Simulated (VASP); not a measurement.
MgS: single point with LDA

The system is MgS.

```
S Mg
1.0
     4.03462    0.00000    0.00000
    -2.01731    3.49409    0.00000
     0.00000    0.00000    6.43229
S Mg
2 2
Direct
  0.66667 0.33333 0.87924
  0.33333 0.66667 0.37924
  0.33333 0.66667 0.99575
  0.66667 0.33333 0.49575
```

* Program: VASP 6.6.1
* Task: single point
* Functional: LDA
* Potentials or basis: VASP PAW LDA potentials, release 64 (S, Mg)
* Cutoff: 520 eV
* k mesh: 8 × 8 × 4
* Occupations: fermi-dirac, width 0.05 eV
* Spin: no spin polarisation
* Dipole correction: no
* Further INCAR settings: ALGO = Normal; EDIFF = 1e-06; NBANDS = 16

* Pressure: -2.4 GPa
* Largest force: 0.054 eV/Å
* Band gap on the k mesh: 3.16 eV, direct

Forces on the atoms (eV/Å):
```
S    0.000  0.000 -0.054
S    0.000  0.000 -0.054
Mg   0.000  0.000  0.054
Mg   0.000  0.000  0.054
```

Stress tensor (GPa, compression positive):
```
-2.34  0.00  0.00
 0.00 -2.34  0.00
 0.00  0.00 -2.52
```

Levels at points of the mesh, in eV from the valence-band top:
```
           k point  band 4  band 5  band 6  band 7  band 8  band 9  band 10  band 11  band 12  band 13
(0.00, 0.00, 0.00)   -0.59   -0.59   -0.16   -0.16    0.00    3.16     4.43     7.28     7.28     8.04
(0.50, 0.00, 0.00)   -2.51   -1.93   -1.28   -0.97   -0.48    4.48     4.99     5.57     7.32     8.07
(0.00, 0.00, 0.50)   -1.97   -0.38   -0.38   -0.38   -0.38    4.66     4.66     7.39     7.39     7.44
(0.50, 0.00, 0.50)   -3.20   -0.92   -0.92   -0.83   -0.83    4.40     4.40     6.08     6.08     9.05
```

Wall time 33 s on 1 thread of AMD EPYC 7R13 Processor (Zen 3), on a shared host, peak memory 0.15 GiB.
